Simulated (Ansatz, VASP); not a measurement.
One calculation of ZnAu, two programs

Contents of INCAR:

```
SYSTEM = ZnAu
PREC = Accurate ; ENCUT = 520
EDIFF = 1E-7 ; ISMEAR = -1
SIGMA = 0.05 ; LREAL = .FALSE.
LASPH = .TRUE. ; NELM = 100
ALGO = Normal ; ISIF = 2
LWAVE = .FALSE. ; LCHARG = .FALSE.
GGA = PS ; NBANDS = 18
```

Contents of KPOINTS:

```
Automatic mesh
0
G
  13 13 13
  0 0 0
```

File POSCAR:

```
ZnAu
1.0
    3.0840600000      0.0000000000      0.0000000000
    0.0000000000      3.0840600000      0.0000000000
    0.0000000000      0.0000000000      3.1470000000
Zn Au
1 1
Direct
    0.5000000000      0.5000000000      0.5000000000
    0.0000000000      0.0000000000      0.0000000000
```

Input for Ansatz:

```yaml
crystal:
  lattice:
    - [3.08406, 0.0, 0.0]
    - [0.0, 3.08406, 0.0]
    - [0.0, 0.0, 3.147]
  atoms:
    - { symbol: Zn, position: [0.5, 0.5, 0.5] }
    - { symbol: Au, position: [0.0, 0.0, 0.0] }
kpoints:
  mp_grid: { grid: [13, 13, 13] }
  band_path:
    path:
      - [0.0, 0.0, 0.0]
      - [0.0, 0.5, 0.0]
      - [0.5, 0.5, 0.0]
      - [0.0, 0.0, 0.0]
      - [0.0, 0.0, 0.5]
      - [0.0, 0.5, 0.5]
      - [0.5, 0.5, 0.5]
      - [0.0, 0.0, 0.5]
      - [0.0, 0.5, 0.0]
    npoints: 5
scf:
  occupations: { method: fermi_dirac, width: 0.05 }
hamiltonian:
  xc: pbesol
  pseudopotentials: { kind: all_electron, lapw: { basis_error: 0.0005 } }
output:
  forces: true
  stress: true
  eigenvalues: true
```

Change from the starting cell: equal xx and yy strain of -2 %.

Alike in both runs: task single point; functional PBEsol; k mesh 13 × 13 × 13; occupations fermi-dirac, width 0.05 eV; no spin polarisation.

|  | VASP | Ansatz |
| --- | --- | --- |
| version | VASP 6.6.1 | Ansatz 0.2.0 |
| potentials or method | VASP PAW PBE potentials, release 64 (Zn, Au), cutoff 520 eV | all-electron LAPW, scalar-relativistic |

```tsv
	VASP	Ansatz	Ansatz less VASP
pressure (GPa)	3.7	3.5	-0.19
traceless stress, the component that is largest in VASP (GPa)	0.33	0.32	-0.014
```

VASP's potentials were made for PBE, not for PBEsol. Ansatz ran all-electron here, and VASP with PAW potentials.

Neither program's run includes spin-orbit coupling.
